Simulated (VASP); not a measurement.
# Al16HC in VASP: further runs

Al16HC is run at these levels: PBE+D3(BJ); tasks: single point.

Program: VASP 6.6.1. These are calculated values, not measurements. Logs are shortened: lines on timing, memory, paths and dates and some standing lists are left out, and cuts for length are marked.

### 1 The cell of the first run

The cell holds a slab with vacuum, 18 atoms: a = 5.728 Å, b = 5.728 Å, c = 18.075 Å, α = 90.00°, β = 90.00°, γ = 90.00°.

### 2 Single point, PBE+D3(BJ)

Contents of INCAR:

```
SYSTEM = Al16HC
  ALGO = Normal
  EDIFF = 1E-6
  ENCUT = 520
  GGA = PE
  ISIF = 2
  ISMEAR = -1
  IVDW = 12
  LASPH = .TRUE.
  LCHARG = .TRUE.
  LELF = .TRUE.
  LREAL = Auto
  LVHAR = .TRUE.
  LWAVE = .FALSE.
  NBANDS = 42
  NELM = 80
  PREC = Accurate
  SIGMA = 0.15
```

Contents of KPOINTS:

```
k-points
0
G
  4 4 1
  0 0 0
```

Contents of POSCAR:

```
Al16HC
1.0
    5.7275650000      0.0000000000      0.0000000000
    0.0000000000      5.7275650000      0.0000000000
    0.0000000000      0.0000000000     18.0750000000
Al C H
16 1 1
Direct
    0.2500000000      0.2500000000      0.0553250000
    0.7500000000      0.2500000000      0.0553250000
    0.2500000000      0.7500000000      0.0553250000
    0.7500000000      0.7500000000      0.0553250000
   -0.0002112664     -0.0000639287      0.1677759350
    0.5000553878     -0.0000409510      0.1677686831
   -0.0002387988      0.5002533030      0.1677838934
    0.5000833566      0.5002307367      0.1677773611
    0.2498291428      0.2502079745      0.2742170888
    0.7498283996      0.2502488831      0.2806222201
    0.2497958841      0.7502095345      0.2806223939
    0.7497945273      0.7502501211      0.2731861760
   -0.0058838522     -0.0051910911      0.3923657147
    0.5052193894     -0.0051508521      0.3923633845
   -0.0059300439      0.5059984246      0.3923692952
    0.5052678138      0.5059604166      0.3923661564
    0.7495968513      0.7504908152      0.4391680327
    0.7495865751      0.7505039034      0.5003506556
```

Potentials or basis: VASP PAW PBE potentials, release 64 (Al, C, H).

Launch:

```bash
cat potpaw_PBE.64/Al/POTCAR potpaw_PBE.64/C/POTCAR potpaw_PBE.64/H/POTCAR > POTCAR
mpirun -np 1 vasp_std > vasp.out
```

OUTCAR:

```text
SYSTEM = Al16HC
   EDIFF = 1E-6
   ENCUT = 520
   GGA = PE
   ISIF = 2
   ISMEAR = -1
   IVDW = 12
   LASPH = .TRUE.
   LREAL = Auto
   NELM = 80
   PREC = Accurate
 IVDW          = 12

 ion  position               nearest neighbor table
   1  0.250  0.250  0.055-   2 2.86   3 2.86   3 2.86   2 2.86   6 2.87   5 2.87   8 2.87   7 2.87

   2  0.750  0.250  0.055-   1 2.86   4 2.86   4 2.86   1 2.86   5 2.87   6 2.87   7 2.87   8 2.87

   3  0.250  0.750  0.055-   1 2.86   4 2.86   1 2.86   4 2.86   8 2.87   6 2.87   7 2.87   5 2.87
[... 12 lines left out ...]
                            14 2.97  13 2.97  16 2.97  15 2.98
  10  0.750  0.250  0.281-  13 2.86  14 2.86  15 2.86  16 2.86   9 2.87   9 2.87  12 2.87  12 2.87
                             8 2.87   7 2.87   6 2.87   5 2.87
  11  0.250  0.750  0.281-  16 2.86  15 2.86  14 2.86  13 2.86   9 2.87   9 2.87  12 2.87  12 2.87
                             5 2.87   7 2.87   6 2.87   8 2.87
  12  0.750  0.750  0.273-   6 2.78   5 2.78   8 2.78   7 2.78  11 2.87  10 2.87  10 2.87  11 2.87
                            15 2.92  16 2.93  13 2.93  14 2.93
  13  0.994  0.995  0.392-  17 2.15  15 2.80  14 2.80  10 2.86  11 2.86  12 2.93  14 2.93  15 2.93
                             9 2.97
  14  0.505  0.995  0.392-  17 2.15  16 2.80  13 2.80  10 2.86  11 2.86  12 2.93  13 2.93  16 2.93
                             9 2.97
  15  0.994  0.506  0.392-  17 2.15  16 2.80  13 2.80  11 2.86  10 2.86  12 2.92  13 2.93  16 2.93
                             9 2.98
  16  0.505  0.506  0.392-  17 2.15  15 2.80  14 2.80  11 2.86  10 2.86  12 2.93  14 2.93  15 2.93
                             9 2.97
  17  0.750  0.750  0.439-  18 1.11  14 2.15  13 2.15  16 2.15  15 2.15
  18  0.750  0.751  0.500-  17 1.11

  LATTYP: Found a simple tetragonal cell.
 ALAT       =     5.7275650000
 C/A-ratio  =     3.1557913354

  Lattice vectors:

 A1 = (   5.7275650000,   0.0000000000,   0.0000000000)
 A2 = (   0.0000000000,   5.7275650000,   0.0000000000)
 A3 = (   0.0000000000,   0.0000000000,  18.0750000000)

Analysis of symmetry for initial positions (statically):
=====================================================================
 Subroutine PRICEL returns:
 Original cell was already a primitive cell.

 Routine SETGRP: Setting up the symmetry group for a
 simple tetragonal supercell.

 Subroutine GETGRP returns: Found  1 space group operations
 (whereof  1 operations were pure point group operations)
 out of a pool of 16 trial point group operations.

The static configuration has the point symmetry C_1 .

Analysis of symmetry for dynamics (positions and initial velocities):
=====================================================================
[... 135 lines left out ...]
   POTIM  = 0.5000    time-step for ionic-motion
   TEBEG  =    0.0;   TEEND  =   0.0 temperature during run
   PSTRESS=    0.0 pullay stress
   NELECT =      53.0000    total number of electrons
   NUPDOWN=      -1.0000    fix difference up-down
   EMIN   =  10.00;   EMAX   =-10.00  energy-range for DOS
   EFERMI =   0.00;   METHOD = LEGACY
   ISMEAR =    -1;   SIGMA  =   0.15  broadening in eV -4-tet -1-fermi 0-gaus
   EFERMI_NEDOS =   21; number of points for ismear=-14 and -15
   IALGO  =     38    algorithm
   IMIX   =      4    mixing-type and parameters
     AMIX     =   0.40;   BMIX     =  1.00
     AMIX_MAG =   1.60;   BMIX_MAG =  1.00
  volume/ion in A,a.u.               =      32.94       222.30
  Fermi-wavevector in a.u.,A,eV,Ry     =   0.731971  1.383225  7.289755  0.535782
  Thomas-Fermi vector in A             =   1.824319
   LORBIT       =      0    0 simple, 1 ext, 2 COOP (PROOUT), +10 PAW based schemes
   GGA     = PE    functional components
   LHFCALC =     F    Hartree Fock is set to
   AEXX    =    0.0000 exact exchange contribution
   IVDW    =    12    specifies the selected vdW correction
   LEPSILON=     F    determine dielectric tensor
   LRPA    =     F    only Hartree local field effects (RPA)
 non-spin polarized calculation
  energy-cutoff  :      520.00
  volume of cell :      592.95
 maximum number of plane-waves:     15993
 NGX is ok and might be reduce to    48
   NGX = 21   NGY = 21   NGZ = 67

 number of electron      52.9999998 magnetization

 Free energy of the ion-electron system (eV)
  ---------------------------------------------------
  ext. energy  EPLUGINS =         0.00000000
  ---------------------------------------------------
  free energy    TOTEN  =       -68.39801110 eV

  energy without entropy =      -67.80838544  energy(sigma->0) =      -68.10319827

 E-fermi :   1.4303     XC(G=0):  -5.7868

 val. band max:        1.4279355117   @ k =   0.2500   0.0000   0.0000
 cond. band min:       1.4515508792   @ k =  -0.2500   0.5000   0.0000
 fundamental gap:      0.0236153676
 Fermi energy:         1.4303328745

 k-point     1 :       0.0000    0.0000    0.0000
  band No.  band energies     occupation
      1     -10.8331      2.00000
      2      -9.0000      2.00000
      3      -7.4657      2.00000
      4      -5.5262      2.00000
      5      -4.8490      2.00000
      6      -4.7940      2.00000
[... 399 lines left out ...]
     37       3.9880      0.00000
     38       3.9880      0.00000
 [bands above 38 left out]

------------------------ aborting loop because EDIFF is reached ----------------------------------------

 Edisp (eV)   -4.04829

 E8    (eV) :    -1.8547

  FORCE on cell =-STRESS in cart. coord.  units (eV):
  Direction    XX          YY          ZZ          XY          YZ          ZX
  --------------------------------------------------------------------------------------
  -------------------------------------------------------------------------------------
  Total     -13.32026   -13.31921    -0.13057    -0.00156    -0.01336     0.01116
  in kB     -35.99191   -35.98907    -0.35280    -0.00420    -0.03609     0.03017
  external pressure =      -24.11 kB  Pullay stress =        0.00 kB

 VOLUME and BASIS-vectors are now :
 -----------------------------------------------------------------------------
  energy-cutoff  :      520.00
  volume of cell :      592.95
      direct lattice vectors                 reciprocal lattice vectors
     5.727565000  0.000000000  0.000000000     0.174594265  0.000000000  0.000000000
     0.000000000  5.727565000  0.000000000     0.000000000  0.174594265  0.000000000
     0.000000000  0.000000000 18.075000000     0.000000000  0.000000000  0.055325035

 POSITION                                       TOTAL-FORCE (eV/Angst)
 -----------------------------------------------------------------------------------
      1.43189      1.43189      1.00000        -0.000904      0.001045     -0.018314
      4.29567      1.43189      1.00000        -0.000720      0.001015      0.044661
      1.43189      4.29567      1.00000        -0.000879      0.000824      0.044660
      4.29567      4.29567      1.00000        -0.000515      0.000574     -0.086215
      5.72635      5.72720      3.03255         0.000729      0.001787      0.001381
      2.86410      5.72733      3.03242        -0.001560      0.001553      0.002443
[... 10 lines left out ...]
      4.29336      4.29848      7.93796         0.004002     -0.003605     -0.014311
      4.29331      4.29856      9.04384        -0.000378      0.000398      0.020875
 -----------------------------------------------------------------------------------
    total drift:                                0.007043     -0.007596      0.006380

  FREE ENERGIE OF THE ION-ELECTRON SYSTEM (eV)
  ---------------------------------------------------
  free  energy   TOTEN  =       -72.4462993229 eV

  energy  without entropy=      -71.8566736573  energy(sigma->0) =      -72.15148649
```

Wall time 5.5 min (1 thread of Intel Xeon 6975P-C (Granite Rapids), shared host); peak memory 0.69 GiB.

Results:

```yaml
Free_energy: -72.4463 eV
Largest_force: 0.086 eV/Å
Band_gap_on_the_k_mesh: zero (an odd number of electrons rules out a gap without spin polarisation)
Dispersion_energy_per_atom: -0.225 eV
```

Forces in eV/Å, atoms in the order of the input:
```
Al  -0.001  0.001 -0.018
Al  -0.001  0.001  0.045
Al  -0.001  0.001  0.045
Al  -0.001  0.001 -0.086
Al   0.001  0.002  0.001
Al  -0.002  0.002  0.002
Al   0.001 -0.001  0.001
Al  -0.002 -0.001  0.001
Al   0.000  0.000  0.001
Al   0.000  0.000  0.006
Al   0.000  0.000  0.006
Al   0.000 -0.001  0.006
Al   0.001  0.001 -0.004
Al  -0.002  0.002 -0.005
Al   0.002 -0.002 -0.003
Al  -0.001 -0.001 -0.004
C    0.004 -0.004 -0.014
H    0.000  0.000  0.021
```

### 3 Single point, PBE+D3(BJ)

Contents of INCAR:

```
PREC = Accurate ; ENCUT = 520
EDIFF = 1E-7 ; ISMEAR = -1
SIGMA = 0.15 ; LREAL = Auto
LASPH = True ; NELM = 100
ALGO = Normal ; ISIF = 2
LWAVE = False ; LCHARG = False
GGA = PE ; IVDW = 12
NBANDS = 42
```

Contents of KPOINTS:

```
Automatic mesh
0
Gamma
  4 4 1
```

Contents of POSCAR:

```
Al16HC
1.0
    5.7275650000      0.0000000000      0.0000000000
    0.0000000000      5.7275650000      0.0000000000
    0.0000000000      0.0000000000     18.0750000000
Al C H
16 1 1
Direct
    0.2499999564      0.2499999564      0.0553249793
    0.7500000436      0.2499999564      0.0553249793
    0.2499999564      0.7500000436      0.0553249793
    0.7500000436      0.7500000436      0.0553249793
   -0.0002112591     -0.0000639015      0.1677759336
    0.5000554337     -0.0000410297      0.1677686860
   -0.0002388450      0.5002532490      0.1677839004
    0.5000833688      0.5002307263      0.1677773721
    0.2498292032      0.2502078981      0.2742170954
    0.7498284175      0.2502489278      0.2806222407
    0.2497958557      0.7502095568      0.2806224066
    0.7497945462      0.7502500626      0.2731861687
   -0.0058838267     -0.0051910367      0.3923656985
    0.5052194082     -0.0051508800      0.3923633748
   -0.0059300942      0.5059984479      0.3923692946
    0.5052677709      0.5059603863      0.3923661411
    0.7495969055      0.7504908281      0.4391680221
    0.7495866044      0.7505039227      0.5003506501
```

Potentials or basis: VASP PAW PBE potentials, release 64 (Al, C, H).

Launch:

```bash
cat potpaw_PBE.64/Al/POTCAR potpaw_PBE.64/C/POTCAR potpaw_PBE.64/H/POTCAR > POTCAR
mpirun -np 1 vasp_std > vasp.out
```

Run time: 5.5 min. Hardware: 1 thread of Intel Xeon 6975P-C (Granite Rapids), shared host; peak memory 0.7 GiB.

The run converged. Its results:

| Property | Result |
| --- | --- |
| Free energy | -72.4463 eV |
| Largest force | 0.086 eV/Å |
| Band gap on the k mesh | zero (an odd number of electrons rules out a gap without spin polarisation) |
| Dispersion energy per atom | -0.225 eV |

Forces in eV/Å, atoms in the order of the input:
```
Al  -0.001  0.001 -0.018
Al  -0.001  0.001  0.045
Al  -0.001  0.001  0.045
Al  -0.001  0.001 -0.086
Al   0.001  0.002  0.001
Al  -0.002  0.002  0.002
Al   0.001 -0.001  0.001
Al  -0.002 -0.001  0.001
Al   0.000  0.000  0.001
Al   0.000  0.000  0.006
Al   0.000  0.000  0.006
Al   0.000 -0.001  0.006
Al   0.001  0.001 -0.004
Al  -0.002  0.002 -0.005
Al   0.002 -0.002 -0.003
Al  -0.001 -0.001 -0.004
C    0.004 -0.004 -0.014
H    0.000  0.000  0.021
```

Levels at points of the mesh, in eV from the Fermi level:
```csv
k point,band 24,band 25,band 26,band 27,band 28,band 29,band 30,band 31
"(0.00, 0.00, 0.00)",-1.05,-0.94,-0.74,-0.74,0.04,0.34,0.35,0.56
"(0.50, 0.00, 0.00)",-0.79,-0.72,-0.27,-0.16,-0.03,0.67,0.81,1.11
"(0.00, 0.50, 0.00)",-0.79,-0.72,-0.27,-0.16,-0.03,0.67,0.81,1.11
"(0.50, 0.50, 0.00)",-0.26,0.20,0.50,0.50,0.81,0.92,1.04,1.13
```
